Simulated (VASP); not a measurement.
Runs of VASP 6.6.1 on Te2Mo. The structure is that of space group P6_3/mmc (No. 194), or close to it. The cells are those of the table. 

```csv
level,potentials or basis,cell,smearing,gap on the mesh (eV),pressure (GPa),largest force (eV/Å)
PBE+D3(BJ),"VASP PAW PBE potentials, release 64 (Te, Mo_sv)","a = 3.496, b = 3.496, c = 13.701 Å, angles 90.0, 90.0, 120.0°, 6 atoms",fermi-dirac 0.02 eV,(c),0.0,0.01
PBE+D4,"VASP PAW PBE potentials, release 64 (Te, Mo_sv)","a = 3.502, b = 3.502, c = 13.732 Å, angles 90.0, 90.0, 120.0°, 6 atoms",fermi-dirac 0.02 eV,0.66,0.0,-
LDA,"VASP PAW LDA potentials, release 64 (Te, Mo_sv)","a = 3.542, b = 3.542, c = 14.177 Å, angles 90.0, 90.0, 120.0°, 6 atoms",gaussian 0.01 eV,0.78,(b),0.23
r2SCAN+rVV10,"VASP PAW PBE potentials, release 64 (Te, Mo_sv)","a = 3.542, b = 3.542, c = 14.177 Å, angles 90.0, 90.0, 120.0°, 6 atoms",fermi-dirac 0.02 eV,0.91,0.4,0.05
r2SCAN,"VASP PAW PBE potentials, release 64 (Te, Mo_sv)","a = 3.542, b = 3.542, c = 14.177 Å, angles 90.0, 90.0, 120.0°, 6 atoms",gaussian 0.01 eV,0.93,(d),0.01
PBE,"VASP PAW PBE potentials, release 64 (Te, Mo_sv)","a = 3.542, b = 3.542, c = 14.177 Å, angles 90.0, 90.0, 120.0°, 6 atoms",fermi-dirac 0.02 eV,0.82,(a),0.21
```

Alike in all rows: task single point; no spin polarisation; k mesh 12 × 12 × 2; cutoff (eV) 520.

**Question.** Fill in the values left out.

**Answer.** (a) 1.9; (b) -3.6; (c) 0.65; (d) 1.3.

Caveats: spin-orbit coupling is left out, which moves the levels of the heavy elements; the PAW data sets were made with another functional, which shifts forces and pressure a little (some runs); this functional lacks dispersion, which binds the layers, so the pressure and a relaxed spacing across them are unreliable (some runs).

A k mesh can miss the band edges, and the runs leave out spin-orbit coupling on Mo, Te.
